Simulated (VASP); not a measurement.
Here is a VASP 6.6.1 calculation.

File INCAR:

```
  ALGO = Normal
  EDIFF = 1E-6
  ENCUT = 520
  GGA = PS
  ISIF = 2
  ISMEAR = 0
  LASPH = True
  LCHARG = True
  LELF = True
  LREAL = False
  LVHAR = True
  LWAVE = False
  NBANDS = 16
  NELM = 80
  PREC = Accurate
  SIGMA = 0.05
```

KPOINTS

```
k-points
0
Gamma
  10 10 10
```

File POSCAR:

```
ZnS
1.0
    0.0000000000      2.6782590749      2.4773896443
    2.6782590749      0.0000000000      2.4773896443
    2.6782590749      2.6782590749      0.0000000000
Zn S
1 1
Direct
    0.0000000000      0.0000000000      0.0000000000
    0.7500000000      0.7500000000      0.7500000000
```

Potentials or basis: VASP PAW PBE potentials, release 64 (Zn, S).

Run with:

```sh
$ cat potpaw_PBE.64/Zn/POTCAR potpaw_PBE.64/S/POTCAR > POTCAR
$ mpirun -np 1 vasp_std > vasp.out
```

Problem. Predict the band gap on the k mesh.

Solution. 2.27 eV.

Problem. What does it give for the pressure?

Solution. 7.3 GPa.

Stress tensor (GPa, compression positive):
```
6.50 0.00 0.00
0.00 6.50 0.00
0.00 0.00 8.92
```

Caveat: the cell differs from its parent crystal (strain -0.0750 x Voigt [0, 0, 1, 0, 0, 0]); the cell stands under pressure; the PAW data sets were made with another functional, which shifts forces and pressure a little. A k mesh can miss the band edges.
